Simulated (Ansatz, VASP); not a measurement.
## WS2 in VASP and in Ansatz

Contents of INCAR:

```
  PREC = Accurate
  ENCUT = 520
  EDIFF = 1E-7
  ISMEAR = 0
  SIGMA = 0.1
  LREAL = False
  LASPH = True
  NELM = 60
  ALGO = Normal
  ISIF = 2
  LWAVE = False
  LCHARG = True
  GGA = PE
  IVDW = 13
  LELF = True
  LVHAR = True
  NBANDS = 35
```

Contents of KPOINTS:

```
Automatic mesh
0
Gamma
  6 6 2
```

Contents of POSCAR:

```
WS2
1.0
    3.1800000000      0.0000000000      0.0000000000
   -1.5900000000      2.7539607840      0.0000000000
    0.0000000000      0.0000000000     12.5000000000
W S
2 4
Direct
    0.3333333333      0.6666666667      0.2500000000
    0.6666666667      0.3333333333      0.7500000000
    0.3333333333      0.6666666667      0.6250000000
    0.6666666667      0.3333333333      0.1250000000
    0.3333333333      0.6666666667      0.8750000000
    0.6666666667      0.3333333333      0.3750000000
```

Input for Ansatz:

```yaml
crystal:
  lattice:
    - [3.18, 0.0, 0.0]
    - [-1.59, 2.753960784, 0.0]
    - [0.0, 0.0, 12.5]
  atoms:
    - { symbol: W, position: [0.3333333333, 0.6666666667, 0.25] }
    - { symbol: W, position: [0.6666666667, 0.3333333333, 0.75] }
    - { symbol: S, position: [0.3333333333, 0.6666666667, 0.625] }
    - { symbol: S, position: [0.6666666667, 0.3333333333, 0.125] }
    - { symbol: S, position: [0.3333333333, 0.6666666667, 0.875] }
    - { symbol: S, position: [0.6666666667, 0.3333333333, 0.375] }
basis:
  ecutwfc: 420
kpoints:
  mp_grid: { grid: [6, 6, 2] }
hamiltonian:
  xc: pbe
  dispersion: d4
scf:
  occupations: { method: gaussian, width: 0.1 }
output:
  forces: true
  stress: true
  eigenvalues: true
```

Alike in both runs: task single point; functional PBE; dispersion D4; k mesh 6 × 6 × 2; occupations gaussian, width 0.1 eV; no spin polarisation.

|  | VASP | Ansatz |
| --- | --- | --- |
| version | VASP 6.6.1 | Ansatz 0.2.0 |
| potentials or method | VASP PAW PBE potentials, release 64 (W_sv, S), cutoff 520 eV | scalar-relativistic, plane waves, PAW |
| valence electrons in the cell | 52 | 52 |

```tsv
	VASP	Ansatz	Ansatz less VASP
gap on the k mesh at the Fermi level (eV)	1.06	1.05	-0.015
least direct gap on the mesh (eV)	1.74	1.74	-0.003
pressure (GPa)	-1.4	-1.3	+0.04
traceless stress, the component that is largest in VASP (GPa)	1.26	1.27	+0.003
rms of the force components (eV/Å)	0.064	0.067	+0.0023
```

Atom by atom the forces differ by 0.002 eV/Å (rms over components).

Spin-orbit coupling is off throughout.
